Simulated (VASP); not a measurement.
# Ir in VASP: single point with r2SCAN

Aim: the single point of Ir with r2SCAN.

All numbers are computed with VASP 6.6.1; they aren't measurements. Logs are shortened: lines on timing, memory, paths and dates and some standing lists are left out, and cuts for length are marked.

### Step 1. The cell of the first run

The cell holds a slab with vacuum, 5 atoms: a = 2.719 Å, b = 2.719 Å, c = 24.880 Å, α = 90.00°, β = 90.00°, γ = 120.00°.

### Step 2. Single point, r2SCAN

The input, POSCAR:

```
Ir
1.0
    2.7188675793      0.0000000000      0.0000000000
   -1.3594337896      2.3546083932      0.0000000000
    0.0000000000      0.0000000000     24.8798000000
Ir
5
Direct
    0.8333333333      0.1666666667      0.3236824708
    0.1666666667      0.8333333333      0.4109582237
    0.5000000000      0.5000000000      0.5000000001
    0.8333333333      0.1666666667      0.5890417762
    0.1666666667      0.8333333333      0.6763175292
```

The input, INCAR.step1:

```
ALGO = Normal
DIPOL = 0.5 0.5 0.500
EDIFF = 1E-5
ENCUT = 460
GGA = PE
GGA_COMPAT = F
IDIPOL = 3
ISMEAR = -1
LASPH = T
LCHARG = F
LDIPOL = T
LREAL = F
LWAVE = T
NBANDS = 50
NELM = 120
NELMDL = -8
PREC = Accurate
SIGMA = 0.05
```

The input, INCAR.step2:

```
ALGO = Normal
DIPOL = 0.5 0.5 0.500
EDIFF = 1E-6
ENCUT = 460
GGA_COMPAT = F
IDIPOL = 3
ISIF = 2
ISMEAR = -1
ISTART = 1
LASPH = T
LCHARG = F
LDIPOL = T
LMIXTAU = T
LREAL = F
LWAVE = F
METAGGA = R2SCAN
NBANDS = 50
NELM = 120
PREC = Accurate
SIGMA = 0.05
```

The input, KPOINTS:

```
k-points
0
Gamma
  17 17 1
```

Potentials or basis: VASP PAW PBE potentials, release 64 (Ir_sv_GW).

Command:

```
cat potpaw_PBE.64/Ir_sv_GW/POTCAR > POTCAR
cp INCAR.step1 INCAR
mpirun -np 1 vasp_std > vasp.out
cp INCAR.step2 INCAR
mpirun -np 1 vasp_std > vasp.out
```

OUTCAR:

```text
EDIFF = 1E-6
   ENCUT = 460
   ISIF = 2
   ISMEAR = -1
   ISTART = 1
   LASPH = T
   LREAL = F
   METAGGA = R2SCAN
   NELM = 120
   PREC = Accurate

 ion  position               nearest neighbor table
   1  0.833  0.167  0.324-   2 2.68   2 2.68   2 2.68
   2  0.167  0.833  0.411-   1 2.68   1 2.68   1 2.68   3 2.72   3 2.72   3 2.72
   3  0.500  0.500  0.500-   4 2.72   4 2.72   4 2.72   2 2.72   2 2.72   2 2.72
   4  0.833  0.167  0.589-   5 2.68   5 2.68   5 2.68   3 2.72   3 2.72   3 2.72
   5  0.167  0.833  0.676-   4 2.68   4 2.68   4 2.68

  LATTYP: Found a hexagonal cell.
 ALAT       =     2.7188675793
 C/A-ratio  =     9.1507950551

  Lattice vectors:

 A1 = (   2.7188675793,   0.0000000000,   0.0000000000)
 A2 = (  -1.3594337896,   2.3546083932,   0.0000000000)
 A3 = (   0.0000000000,   0.0000000000,  24.8798000000)

Analysis of symmetry for initial positions (statically):
=====================================================================
 Subroutine PRICEL returns:
 Original cell was already a primitive cell.

 Routine SETGRP: Setting up the symmetry group for a
 hexagonal supercell.

 Subroutine GETGRP returns: Found 12 space group operations
 (whereof  4 operations were pure point group operations)
 out of a pool of 24 trial point group operations.

The static configuration has the point symmetry C_2h.
 The point group associated with its full space group is D_3d.

Analysis of symmetry for dynamics (positions and initial velocities):
=====================================================================
 Subroutine PRICEL returns:
 Original cell was already a primitive cell.

 Routine SETGRP: Setting up the symmetry group for a
 hexagonal supercell.

 Subroutine GETGRP returns: Found 12 space group operations
 (whereof  4 operations were pure point group operations)
 out of a pool of 24 trial point group operations.

The dynamic configuration has the point symmetry C_2h.
 The point group associated with its full space group is D_3d.

 Subroutine INISYM returns: Found 12 space group operations
 (whereof  4 operations are pure point group operations),
 and found     1 'primitive' translations

----------------------------------------------------------------------------------------

                                     Primitive cell

  volume of cell :     159.2772

  direct lattice vectors                    reciprocal lattice vectors
     2.718867579  0.000000000  0.000000000     0.367800185  0.212349536  0.000000000
    -1.359433790  2.354608393  0.000000000     0.000000000  0.424699072  0.000000000
     0.000000000  0.000000000 24.879800000     0.000000000  0.000000000  0.040193249

  length of vectors
     2.718867579  2.718867579 24.879800000     0.424699072  0.424699072  0.040193249

  position of ions in fractional coordinates (direct lattice)
     0.833333333  0.166666667  0.323682471
     0.166666667  0.833333333  0.410958224
     0.500000000  0.500000000  0.500000000
     0.833333333  0.166666667  0.589041776
     0.166666667  0.833333333  0.676317529

  ion indices of the primitive-cell ions
   primitive index   ion index
                 1           1
                 2           2
                 3           3
                 4           4
                 5           5

----------------------------------------------------------------------------------------

 KPOINTS: k-points

Automatic generation of k-mesh.
 Grid dimensions read from file:
 generate k-points for:   17   17    1

 Generating k-lattice:

  Cartesian coordinates                     Fractional coordinates (reciprocal lattice)
     0.021635305  0.012491149  0.000000000     0.058823529  0.000000000  0.000000000
     0.000000000  0.024982298  0.000000000     0.000000000  0.058823529  0.000000000
     0.000000000  0.000000000  0.040193249     0.000000000  0.000000000  1.000000000

  Length of vectors
     0.024982298  0.024982298  0.040193249

  Shift w.r.t. Gamma in fractional coordinates (k-lattice)
     0.000000000  0.000000000  0.000000000

 Subroutine IBZKPT returns following result:
 ===========================================

 Found     33 irreducible k-points:

 Following reciprocal coordinates:
            Coordinates               Weight
  0.000000  0.000000  0.000000      1.000000
  0.058824  0.000000  0.000000      6.000000
  0.117647  0.000000  0.000000      6.000000
  0.176471  0.000000  0.000000      6.000000
  0.235294  0.000000  0.000000      6.000000
  0.294118  0.000000  0.000000      6.000000
[... 16 lines left out ...]
  0.411765  0.117647  0.000000     12.000000
  0.176471  0.176471  0.000000      6.000000
 [... further k-points ...]
   k-points           NKPTS =     33   k-points in BZ     NKDIM =     33   number of bands    NBANDS=     50
   number of dos      NEDOS =    301   number of ions     NIONS =      5
   total plane-waves  NPLWV =  72000
   dimension x,y,z NGX =    20 NGY =   20 NGZ =  180
   dimension x,y,z NGXF=    40 NGYF=   40 NGZF=  360
   ions per type =               5
   NGX,Y,Z   is equivalent  to a cutoff of  12.23, 12.23, 12.03 a.u.
   NGXF,Y,Z  is equivalent  to a cutoff of  24.46, 24.46, 24.06 a.u.
 SYSTEM =  unknown system
   PREC   = accura    normal or accurate (medium, high low for compatibility)
   ISTART =      1    job   : 0-new  1-cont  2-samecut
   ICHARG =      0    charge: 1-file 2-atom 10-const
   ISPIN  =      1    spin polarized calculation?
   LNONCOLLINEAR =      F non collinear calculations
   LSORBIT =      F    spin-orbit coupling
   LASPH  =      T    aspherical Exc in radial PAW
   ENCUT  =  460.0 eV  33.81 Ry    5.81 a.u.   4.75  4.75 43.51*2*pi/ulx,y,z
   NELM   =    120;   NELMIN=  2; NELMDL=  0     # of ELM steps
   EDIFF  = 0.1E-05   stopping-criterion for ELM
   LREAL  =      F    real-space projection
[... 7 lines left out ...]
   TEBEG  =    0.0;   TEEND  =   0.0 temperature during run
   PSTRESS=    0.0 pullay stress
   NELECT =      85.0000    total number of electrons
   NUPDOWN=      -1.0000    fix difference up-down
   EMIN   =  10.00;   EMAX   =-10.00  energy-range for DOS
   EFERMI =   0.00;   METHOD = LEGACY
   ISMEAR =    -1;   SIGMA  =   0.05  broadening in eV -4-tet -1-fermi 0-gaus
   EFERMI_NEDOS =   21; number of points for ismear=-14 and -15
   IALGO  =     38    algorithm
   IMIX   =      4    mixing-type and parameters
     AMIX     =   0.40;   BMIX     =  1.00
     AMIX_MAG =   1.60;   BMIX_MAG =  1.00
  volume/ion in A,a.u.               =      31.86       214.97
  Fermi-wavevector in a.u.,A,eV,Ry     =   1.327894  2.509355 23.991171  1.763301
  Thomas-Fermi vector in A             =   2.457172
   LORBIT       =      0    0 simple, 1 ext, 2 COOP (PROOUT), +10 PAW based schemes
   METAGGA = R2SCAN    functional components
   LHFCALC =     F    Hartree Fock is set to
   AEXX    =    0.0000 exact exchange contribution
   IVDW    =     0    specifies the selected vdW correction
   LEPSILON=     F    determine dielectric tensor
   LRPA    =     F    only Hartree local field effects (RPA)
 non-spin polarized calculation
  energy-cutoff  :      460.00
  volume of cell :      159.28
 maximum number of plane-waves:      3615
 NGX is ok and might be reduce to    20
   NGX =  9   NGY =  9   NGZ = 87

 number of electron      84.9999999 magnetization

 dipolmoment           0.000000      0.000000     -0.000000 electrons x Angstroem

 Free energy of the ion-electron system (eV)
  ---------------------------------------------------
  ext. energy  EPLUGINS =         0.00000000
  ---------------------------------------------------
  free energy    TOTEN  =      -262.52712412 eV

  energy without entropy =     -262.48794103  energy(sigma->0) =     -262.50753258

 E-fermi :   2.4691     XC(G=0):  -7.7997

 val. band max:        2.4568821908   @ k =   0.2941   0.0588   0.0000
 cond. band min:       2.4780580533   @ k =   0.4706   0.0588   0.0000
 fundamental gap:      0.0211758625
 Fermi energy:         2.4690883808

 k-point     1 :       0.0000    0.0000    0.0000
  band No.  band energies     occupation
      1     -92.5002      2.00000
      2     -92.4848      2.00000
      3     -92.4400      2.00000
      4     -91.9350      2.00000
      5     -91.9349      2.00000
      6     -49.1101      2.00000
[... 42 lines left out ...]
     49       2.8445      0.00110
     50       3.3817      0.00000

 k-point     2 :       0.0588    0.0000    0.0000
  band No.  band energies     occupation
      1     -92.4981      2.00000
      2     -92.4832      2.00000
      3     -92.4386      2.00000
      4     -91.9334      2.00000
      5     -91.9333      2.00000
      6     -49.1025      2.00000
[... 42 lines left out ...]
     49       3.3941      0.00000
     50       3.4542      0.00000

 k-point     3 :       0.1176    0.0000    0.0000
  band No.  band energies     occupation
      1     -92.4923      2.00000
      2     -92.4785      2.00000
      3     -92.4350      2.00000
      4     -91.9288      2.00000
      5     -91.9287      2.00000
      6     -49.0811      2.00000
[... 42 lines left out ...]
     49       3.4274      0.00000
     50       4.3635      0.00000

 k-point     4 :       0.1765    0.0000    0.0000
  band No.  band energies     occupation
      1     -92.4835      2.00000
      2     -92.4712      2.00000
      3     -92.4294      2.00000
      4     -91.9218      2.00000
      5     -91.9217      2.00000
      6     -49.0488      2.00000
[... 999 lines left out ...]
 k-point    23 :       0.4118    0.1176    0.0000
  band No.  band energies     occupation
      1     -92.4366      2.00000
      2     -92.4346      2.00000
      3     -92.4038      2.00000
      4     -91.8864      2.00000
      5     -91.8863      2.00000
      6     -49.1135      2.00000
[... 42 lines left out ...]
     49       7.2748      0.00000
     50       7.9235      0.00000

 k-point    24 :       0.1765    0.1765    0.0000
  band No.  band energies     occupation
      1     -92.4590      2.00000
      2     -92.4516      2.00000
      3     -92.4150      2.00000
      4     -91.9028      2.00000
      5     -91.9027      2.00000
      6     -48.9777      2.00000
[... 42 lines left out ...]
     49       5.1908      0.00000
     50       7.1618      0.00000

 [... further k-points ...]

------------------------ aborting loop because EDIFF is reached ----------------------------------------

 vacuum level on the upper side and lower side of the slab       (xc-potential included)        -0.126        -0.126

  FORCE on cell =-STRESS in cart. coord.  units (eV):
  Direction    XX          YY          ZZ          XY          YZ          ZX
  --------------------------------------------------------------------------------------
  -------------------------------------------------------------------------------------
  Total       -5.5438107     -5.5438107     -1.3921121     -0.0000000      0.0000000      0.0000000
  in kB      -55.7654670    -55.7654670    -14.0033244     -0.0000000      0.0000000      0.0000000
  external PRESSURE =     -41.8447528 kB  Pullay stress =       0.0000000 kB

 VOLUME and BASIS-vectors are now :
 -----------------------------------------------------------------------------
  energy-cutoff  :      460.00
  volume of cell :      159.28
      direct lattice vectors                 reciprocal lattice vectors
     2.718867579  0.000000000  0.000000000     0.367800185  0.212349536  0.000000000
    -1.359433790  2.354608393  0.000000000     0.000000000  0.424699072  0.000000000
     0.000000000  0.000000000 24.879800000     0.000000000  0.000000000  0.040193249

 POSITION                                       TOTAL-FORCE (eV/Angst)
 -----------------------------------------------------------------------------------
      2.03915      0.39243      8.05316         0.000000     -0.000000      0.014489
     -0.67972      1.96217     10.22456        -0.000000     -0.000000     -0.000266
      0.67972      1.17730     12.43990         0.000000      0.000000      0.000000
      2.03915      0.39243     14.65524         0.000000      0.000000      0.000266
     -0.67972      1.96217     16.82664         0.000000      0.000000     -0.014489
 -----------------------------------------------------------------------------------
    total drift:                               -0.000003      0.000002     -0.000000

  FREE ENERGIE OF THE ION-ELECTRON SYSTEM (eV)
  ---------------------------------------------------
  free  energy   TOTEN  =      -262.5271241191 eV

  energy  without entropy=     -262.4879410333  energy(sigma->0) =     -262.50753258

 vacuum level on the upper side and lower side of the slab         7.919         7.919
```

Wall time 25 min (1 thread of Intel Xeon Platinum 8259CL at 2.50GHz (Skylake/Cascade Lake), shared host); peak memory 0.37 GiB.

What came out:

```
Free energy            : -262.5271 eV
Largest force          : 0.014 eV/Å
Band gap on the k mesh : zero (an odd number of electrons rules out a gap without spin polarisation)
```

Forces in eV/Å, atoms in the order of the input:
```
Ir   0.000  0.000  0.014
Ir   0.000  0.000  0.000
Ir   0.000  0.000  0.000
Ir   0.000  0.000  0.000
Ir   0.000  0.000 -0.014
```

Caveat: the PAW data sets were made with another functional, which shifts forces and pressure a little; spin-orbit coupling is left out, which moves the levels of the heavy elements.

The gap in the log of VASP goes by the Fermi energy; the results here count the filled bands.